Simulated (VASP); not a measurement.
# TiAl3 (k07) (I4/mmm) in VASP: single point with LDA

Aim: the single point of TiAl3 (k07) with LDA.

All numbers are computed with VASP 6.6.1; they aren't measurements. Logs are shortened: lines on timing, memory, paths and dates and some standing lists are left out, and cuts for length are marked.

## 1. The cell of the first run

Symmetry: I4/mmm, No. 139, tetragonal system. Conventional cell: a = 3.822 Å, b = 3.822 Å, c = 8.561 Å, α = 90.00°, β = 90.00°, γ = 90.00°. Ti (site symmetry 4/mmm) has 12 Al at 2.70 to 2.87 Å within 3.6 Å. Al (site symmetry 4/mmm) has 4 Ti at 2.70 Å and 8 Al at 2.87 Å within 3.6 Å. Al (site symmetry -4m2) has 8 Al at 2.70 to 2.87 Å and 4 Ti at 2.87 Å within 3.6 Å.

## 2. Single point, LDA

INCAR reads:

```
ALGO = Normal ; EDIFF = 1E-6
ENCUT = 520 ; ISIF = 2
ISMEAR = 0 ; LASPH = T
LCHARG = F ; LREAL = F
LWAVE = F ; NBANDS = 18
NELM = 100 ; PREC = Accurate
SIGMA = 0.1
```

KPOINTS reads:

```
k-points
0
Gamma
  6 6 6
```

POSCAR reads:

```
TiAl3
1.0
   -1.9111067700      1.9111067700      4.2806687900
    1.9111067700     -1.9111067700      4.2806687900
    1.9111067700      1.9111067700     -4.2806687900
Ti Al
1 3
Direct
    0.0000000000      0.0000000000      0.0000000000
    0.5000000000      0.5000000000      0.0000000000
    0.7500000000      0.2500000000      0.5000000000
    0.2500000000      0.7500000000      0.5000000000
```

Potentials or basis: VASP PAW LDA potentials, release 64 (Ti_sv, Al).

On the command line:

```sh
cat potpaw_LDA.64/Ti_sv/POTCAR potpaw_LDA.64/Al/POTCAR > POTCAR
mpirun -np 1 vasp_std > vasp.out
```

OUTCAR:

```text
EDIFF = 1E-6
   ENCUT = 520
   ISIF = 2
   ISMEAR = 0
   LASPH = T
   LREAL = F
   NELM = 100
   PREC = Accurate

 ion  position               nearest neighbor table
   1  0.000  0.000  0.000-   2 2.70   2 2.70   2 2.70   2 2.70   4 2.87   3 2.87   4 2.87   4 2.87
                             3 2.87   3 2.87   4 2.87   3 2.87
   2  0.500  0.500  0.000-   1 2.70   1 2.70   1 2.70   1 2.70   4 2.87   3 2.87   4 2.87   3 2.87
                             4 2.87   4 2.87   3 2.87   3 2.87
   3  0.750  0.250  0.500-   4 2.70   4 2.70   4 2.70   4 2.70   2 2.87   1 2.87   2 2.87   1 2.87
                             2 2.87   2 2.87   1 2.87   1 2.87
   4  0.250  0.750  0.500-   3 2.70   3 2.70   3 2.70   3 2.70   2 2.87   1 2.87   2 2.87   2 2.87
                             1 2.87   1 2.87   2 2.87   1 2.87

  LATTYP: Found a body centered tetragonal cell.
 ALAT       =     3.8222135400
 C/A-ratio  =     2.2398899199

  Lattice vectors:

 A1 = (  -1.9111067700,   1.9111067700,   4.2806687900)
 A2 = (   1.9111067700,  -1.9111067700,   4.2806687900)
 A3 = (   1.9111067700,   1.9111067700,  -4.2806687900)

Analysis of symmetry for initial positions (statically):
=====================================================================
 Subroutine PRICEL returns:
 Original cell was already a primitive cell.

 Routine SETGRP: Setting up the symmetry group for a
 body centered tetragonal supercell.

 Subroutine GETGRP returns: Found 16 space group operations
 (whereof 16 operations were pure point group operations)
 out of a pool of 16 trial point group operations.

The static configuration has the point symmetry D_4h.

Analysis of symmetry for dynamics (positions and initial velocities):
=====================================================================
 Subroutine PRICEL returns:
 Original cell was already a primitive cell.

 Routine SETGRP: Setting up the symmetry group for a
 body centered tetragonal supercell.

 Subroutine GETGRP returns: Found 16 space group operations
 (whereof 16 operations were pure point group operations)
 out of a pool of 16 trial point group operations.

The dynamic configuration has the point symmetry D_4h.

 Subroutine INISYM returns: Found 16 space group operations
 (whereof 16 operations are pure point group operations),
 and found     1 'primitive' translations

----------------------------------------------------------------------------------------

                                     Primitive cell

  volume of cell :      62.5376

  direct lattice vectors                    reciprocal lattice vectors
    -1.911106770  1.911106770  4.280668790     0.000000000  0.261628501  0.116804178
     1.911106770 -1.911106770  4.280668790     0.261628501  0.000000000  0.116804178
     1.911106770  1.911106770 -4.280668790     0.261628501  0.261628501  0.000000000

  length of vectors
     5.062487873  5.062487873  5.062487873     0.286518217  0.286518217  0.369998575

  position of ions in fractional coordinates (direct lattice)
     0.000000000  0.000000000  0.000000000
     0.500000000  0.500000000  0.000000000
     0.750000000  0.250000000  0.500000000
     0.250000000  0.750000000  0.500000000

  ion indices of the primitive-cell ions
   primitive index   ion index
                 1           1
                 2           2
                 3           3
                 4           4

----------------------------------------------------------------------------------------

 KPOINTS: k-points

Automatic generation of k-mesh.
 Grid dimensions read from file:
 generate k-points for:    6    6    6

 Generating k-lattice:

  Cartesian coordinates                     Fractional coordinates (reciprocal lattice)
     0.000000000  0.043604750  0.019467363     0.166666667 -0.000000000  0.000000000
     0.043604750  0.000000000  0.019467363    -0.000000000  0.166666667  0.000000000
     0.043604750  0.043604750  0.000000000     0.000000000  0.000000000  0.166666667

  Length of vectors
     0.047753036  0.047753036  0.061666429

  Shift w.r.t. Gamma in fractional coordinates (k-lattice)
     0.000000000  0.000000000  0.000000000

 Subroutine IBZKPT returns following result:
 ===========================================

 Found     30 irreducible k-points:

 Following reciprocal coordinates:
            Coordinates               Weight
  0.000000  0.000000  0.000000      1.000000
  0.166667  0.000000  0.000000      8.000000
  0.333333 -0.000000  0.000000      8.000000
  0.500000 -0.000000  0.000000      4.000000
  0.166667  0.166667 -0.000000      8.000000
  0.333333  0.166667  0.000000     16.000000
[... 16 lines left out ...]
 -0.333333 -0.333333  0.166667      8.000000
 -0.166667 -0.333333  0.166667      8.000000
 [... further k-points ...]
   k-points           NKPTS =     30   k-points in BZ     NKDIM =     30   number of bands    NBANDS=     18
   number of dos      NEDOS =    301   number of ions     NIONS =      4
   total plane-waves  NPLWV =  64000
   dimension x,y,z NGX =    40 NGY =   40 NGZ =   40
   dimension x,y,z NGXF=    80 NGYF=   80 NGZF=   80
   ions per type =               1   3
   NGX,Y,Z   is equivalent  to a cutoff of  13.14, 13.14, 13.14 a.u.
   NGXF,Y,Z  is equivalent  to a cutoff of  26.27, 26.27, 26.27 a.u.
 SYSTEM =  unknown system
   PREC   = accura    normal or accurate (medium, high low for compatibility)
   ISTART =      0    job   : 0-new  1-cont  2-samecut
   ICHARG =      2    charge: 1-file 2-atom 10-const
   ISPIN  =      1    spin polarized calculation?
   LNONCOLLINEAR =      F non collinear calculations
   LSORBIT =      F    spin-orbit coupling
   LASPH  =      T    aspherical Exc in radial PAW
   ENCUT  =  520.0 eV  38.22 Ry    6.18 a.u.   9.41  9.41  9.41*2*pi/ulx,y,z
   NELM   =    100;   NELMIN=  2; NELMDL= -5     # of ELM steps
   EDIFF  = 0.1E-05   stopping-criterion for ELM
   LREAL  =      F    real-space projection
   EDIFFG = 0.1E-04   stopping-criterion for IOM
   NSW    =      0    number of steps for IOM
   IBRION =     -1    ionic relax: 0-MD 1-quasi-New 2-CG
   NFREE  =      0    steps in history (QN), initial steepest desc. (CG)
   ISIF   =      2    stress and relaxation
   ISYM   =      2    0-nonsym 1-usesym 2-fastsym
   POTIM  = 0.5000    time-step for ionic-motion
   TEBEG  =    0.0;   TEEND  =   0.0 temperature during run
   PSTRESS=    0.0 pullay stress
   NELECT =      21.0000    total number of electrons
   NUPDOWN=      -1.0000    fix difference up-down
   EMIN   =  10.00;   EMAX   =-10.00  energy-range for DOS
   EFERMI =   0.00;   METHOD = LEGACY
   ISMEAR =     0;   SIGMA  =   0.10  broadening in eV -4-tet -1-fermi 0-gaus
   EFERMI_NEDOS =   21; number of points for ismear=-14 and -15
   IALGO  =     38    algorithm
   IMIX   =      4    mixing-type and parameters
     AMIX     =   0.40;   BMIX     =  1.00
     AMIX_MAG =   1.60;   BMIX_MAG =  1.00
  volume/ion in A,a.u.               =      15.63       105.51
  Fermi-wavevector in a.u.,A,eV,Ry     =   1.137891  2.150303 17.616776  1.294796
  Thomas-Fermi vector in A             =   2.274596
   LORBIT       =      0    0 simple, 1 ext, 2 COOP (PROOUT), +10 PAW based schemes
   GGA     = CA    functional components
   LHFCALC =     F    Hartree Fock is set to
   AEXX    =    0.0000 exact exchange contribution
   IVDW    =     0    specifies the selected vdW correction
   LEPSILON=     F    determine dielectric tensor
   LRPA    =     F    only Hartree local field effects (RPA)
 non-spin polarized calculation
 Gauss-broadening in eV      SIGMA  =   0.10
  energy-cutoff  :      520.00
  volume of cell :       62.54
 maximum number of plane-waves:      1697
 NGX is ok and might be reduce to    40
   NGX = 19   NGY = 19   NGZ = 19

 number of electron      20.9999999 magnetization

 Free energy of the ion-electron system (eV)
  ---------------------------------------------------
  ext. energy  EPLUGINS =         0.00000000
  ---------------------------------------------------
  free energy    TOTEN  =       -22.78294445 eV

  energy without entropy =      -22.77653872  energy(sigma->0) =      -22.77974159

 E-fermi :   8.1379     XC(G=0): -10.9860

 val. band max:        8.1187064937   @ k =   0.3333  -0.0000   0.0000
 cond. band min:       8.1876245797   @ k =  -0.3333  -0.3333   0.1667
 fundamental gap:      0.0689180859
 Fermi energy:         8.1378526948

 k-point     1 :       0.0000    0.0000    0.0000
  band No.  band energies     occupation
      1     -47.6185      2.00000
      2     -24.3286      2.00000
      3     -24.3286      2.00000
      4     -24.2326      2.00000
      5      -1.9384      2.00000
      6       5.2628      2.00000
[... 10 lines left out ...]
     17      11.9447      0.00000
     18      11.9447      0.00000

 k-point     2 :       0.1667    0.0000    0.0000
  band No.  band energies     occupation
      1     -47.6181      2.00000
      2     -24.3359      2.00000
      3     -24.3281      2.00000
      4     -24.2322      2.00000
      5      -1.5929      2.00000
      6       4.4612      2.00000
[... 10 lines left out ...]
     17      12.1299      0.00000
     18      13.4867      0.00000

 k-point     3 :       0.3333   -0.0000    0.0000
  band No.  band energies     occupation
      1     -47.6174      2.00000
      2     -24.3506      2.00000
      3     -24.3271      2.00000
      4     -24.2316      2.00000
      5      -0.5861      2.00000
      6       2.9698      2.00000
[... 10 lines left out ...]
     17      13.0305      0.00000
     18      13.5897      0.00000

 k-point     4 :       0.5000   -0.0000    0.0000
  band No.  band energies     occupation
      1     -47.6170      2.00000
      2     -24.3579      2.00000
      3     -24.3267      2.00000
      4     -24.2312      2.00000
      5       0.8293      2.00000
      6       1.1909      2.00000
[... 375 lines left out ...]
      4     -24.2324      2.00000
      5       0.0224      2.00000
      6       2.2322      2.00000
[... 10 lines left out ...]
     17      13.0465      0.00000
     18      14.4471      0.00000

 k-point    23 :      -0.3333   -0.3333    0.1667
  band No.  band energies     occupation
      1     -47.6178      2.00000
      2     -24.3358      2.00000
      3     -24.3351      2.00000
      4     -24.2333      2.00000
      5      -0.5110      2.00000
      6       2.1529      2.00000
[... 10 lines left out ...]
     17      13.8563      0.00000
     18      14.1197      0.00000

 k-point    24 :      -0.1667   -0.3333    0.1667
  band No.  band energies     occupation
      1     -47.6181      2.00000
      2     -24.3360      2.00000
      3     -24.3282      2.00000
      4     -24.2334      2.00000
      5      -1.1516      2.00000
      6       2.7246      2.00000
[... 10 lines left out ...]
     17      13.1886      0.00000
     18      13.4737      0.00000

 [... further k-points ...]
[... 5 lines left out ...]
  --------------------------------------------------------------------------------------
  -------------------------------------------------------------------------------------
  Total       -1.4272848     -1.4272848     -1.1468711      0.0000000      0.0000000      0.0000000
  in kB      -36.5661903    -36.5661903    -29.3821556      0.0000000      0.0000000      0.0000000
  external PRESSURE =     -34.1715121 kB  Pullay stress =       0.0000000 kB

 VOLUME and BASIS-vectors are now :
 -----------------------------------------------------------------------------
  energy-cutoff  :      520.00
  volume of cell :       62.54
      direct lattice vectors                 reciprocal lattice vectors
    -1.911106770  1.911106770  4.280668790     0.000000000  0.261628501  0.116804178
     1.911106770 -1.911106770  4.280668790     0.261628501  0.000000000  0.116804178
     1.911106770  1.911106770 -4.280668790     0.261628501  0.261628501  0.000000000

 POSITION                                       TOTAL-FORCE (eV/Angst)
 -----------------------------------------------------------------------------------
      0.00000      0.00000      0.00000        -0.000000      0.000000     -0.000000
      0.00000      0.00000      4.28067        -0.000000      0.000000     -0.000000
      0.00000      1.91111      2.14033         0.000000     -0.000000     -0.000000
      1.91111      0.00000      2.14033        -0.000000      0.000000      0.000000
 -----------------------------------------------------------------------------------
    total drift:                               -0.000000     -0.000000     -0.000000

  FREE ENERGIE OF THE ION-ELECTRON SYSTEM (eV)
  ---------------------------------------------------
  free  energy   TOTEN  =       -22.7829444526 eV

  energy  without entropy=      -22.7765387198  energy(sigma->0) =      -22.77974159
```

It took 34 s on 1 thread of Intel Xeon Platinum 8488C (Sapphire Rapids), shared host; peak memory 0.2 GiB.

What came out:

```
Free energy : -22.7829 eV
Pressure    : -3.4 GPa
```

Caveat: the k points lie up to 0.39 Å⁻¹ apart.
